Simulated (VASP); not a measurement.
Crystal: MnSb.

```xyz
4
Lattice="4.1500 0.0000 0.0000 -2.0750 3.5940 0.0000 0.0000 0.0000 5.7800" Properties=species:S:1:pos:R:3 pbc="T T T"
Sb    2.0750    1.1980    4.3350
Sb    0.0000    2.3960    1.4450
Mn    0.0000    0.0000    2.8900
Mn    0.0000    0.0000    0.0000
```

Base run:

| Item | Value |
| --- | --- |
| Program | VASP 6.6.1 |
| Functional | PBEsol |
| Potentials or basis | VASP PAW PBE potentials, release 64 (Sb, Mn_pv) |
| Cutoff | 520 eV |
| k mesh | 7 × 7 × 5 |
| Occupations | fermi-dirac, width 0.05 eV |
| Spin | collinear spin, ferromagnetic start |
| Starting moments | [0.0, 0.0, 4.0, 4.0] μB |
| Hubbard terms | Mn d U = 1.0 eV |

Its results: pressure -3.6 GPa; net moment 7.23 μB per cell; site moments Sb -0.14; Mn +3.68 μB.

Question: The run is repeated on the same cell with these changes: hubbard terms from Mn d U = 1.0 eV to none; moments at the start from [0.0, 0.0, 4.0, 4.0] to [0.0, 0.0, 5.5, 5.5]. What comes out?

Answer: Pressure -7.1 GPa; net moment 6.69 μB per cell; site moments Sb -0.12; Mn +3.38 μB.

Caveats: the PAW data sets were made with another functional, which shifts forces and pressure a little; only a ferromagnetic start was run, and an antiferromagnetic order may lie lower in energy; the U is typed as a test and isn't derived for this compound (some runs).
